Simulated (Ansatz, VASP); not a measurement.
**One calculation of N, two programs**

Contents of INCAR:

```
PREC     = Accurate       # precision mode
ENCUT    = 520            # plane-wave cutoff, eV
EDIFF    = 1E-7           # SCF threshold, eV
ISMEAR   = 0              # smearing method
SIGMA    = 0.05           # smearing width, eV
LREAL    = F              # projectors in reciprocal space
LASPH    = T              # aspherical terms in the spheres
NELM     = 60             # most SCF steps
ALGO     = Normal         # electronic algorithm
ISIF     = 2              # what is computed and relaxed
LWAVE    = F              # write WAVECAR
LCHARG   = F              # write CHGCAR
GGA      = PE             # functional
IVDW     = 12             # dispersion correction
NBANDS   = 30             # bands
```

File KPOINTS:

```
Automatic mesh
0
Gamma
  7 7 2
```

POSCAR

```
N
1.0
   -3.8165516810      0.0000000000      0.0000000000
   -1.9082758405     -3.3052307106      0.0000000000
    0.0000000000      0.0000000000     16.8290392674
N
8
Direct
    0.3333333333      0.3333333333      0.8037581943
    0.3333333333      0.3333333333      0.3631792928
    0.3333333333      0.3333333333      0.7382679609
    0.3333333333      0.3333333333      0.2976890594
    0.6666666667      0.6666666667      0.1428898421
    0.6666666667      0.6666666667      0.5834687436
    0.6666666667      0.6666666667      0.0773996087
    0.6666666667      0.6666666667      0.5179785102
```

Input for Ansatz:

```yaml
crystal:
  lattice:
    - [-3.816551681, 0.0, 0.0]
    - [-1.9082758405, -3.3052307106, 0.0]
    - [0.0, 0.0, 16.8290392674]
  atoms:
    - { symbol: "N", position: [0.3333333333, 0.3333333333, 0.8037581943] }
    - { symbol: "N", position: [0.3333333333, 0.3333333333, 0.3631792928] }
    - { symbol: "N", position: [0.3333333333, 0.3333333333, 0.7382679609] }
    - { symbol: "N", position: [0.3333333333, 0.3333333333, 0.2976890594] }
    - { symbol: "N", position: [0.6666666667, 0.6666666667, 0.1428898421] }
    - { symbol: "N", position: [0.6666666667, 0.6666666667, 0.5834687436] }
    - { symbol: "N", position: [0.6666666667, 0.6666666667, 0.0773996087] }
    - { symbol: "N", position: [0.6666666667, 0.6666666667, 0.5179785102] }
basis:
  ecutwfc: 420
kpoints:
  mp_grid: { grid: [7, 7, 2] }
hamiltonian:
  xc: pbe
  dispersion: d3bj
scf:
  occupations: { method: gaussian, width: 0.05 }
output:
  forces: true
  stress: true
  eigenvalues: true
```

Alike in both runs: task single point; functional PBE; dispersion D3(BJ); k mesh 7 × 7 × 2; occupations gaussian, width 0.05 eV; no spin polarisation.

```csv
,VASP,Ansatz
version,VASP 6.6.1,Ansatz 0.2.0
potentials or method,"VASP PAW PBE potentials, release 64 (N), cutoff 520 eV","scalar-relativistic, plane waves, PAW"
valence electrons in the cell,40,40
```

Ansatz gave:

```
gap on the k mesh at the Fermi level (eV)                     : 7.28
least direct gap on the mesh (eV)                             : 7.34
pressure (GPa)                                                : 0.0
traceless stress, the component that is largest in VASP (GPa) : 0.03
rms of the force components (eV/Å)                            : 0.006
```

Estimate VASP's values.

gap on the k mesh at the Fermi level (eV): 7.24; least direct gap on the mesh (eV): 7.30; pressure (GPa): 1.7; traceless stress, the component that is largest in VASP (GPa): 3.83; rms of the force components (eV/Å): 1.008.

Atom by atom the forces differ by 1.006 eV/Å (rms over components).

Noted on VASP's run: the standard files for N, O and F lose accuracy on very short bonds.
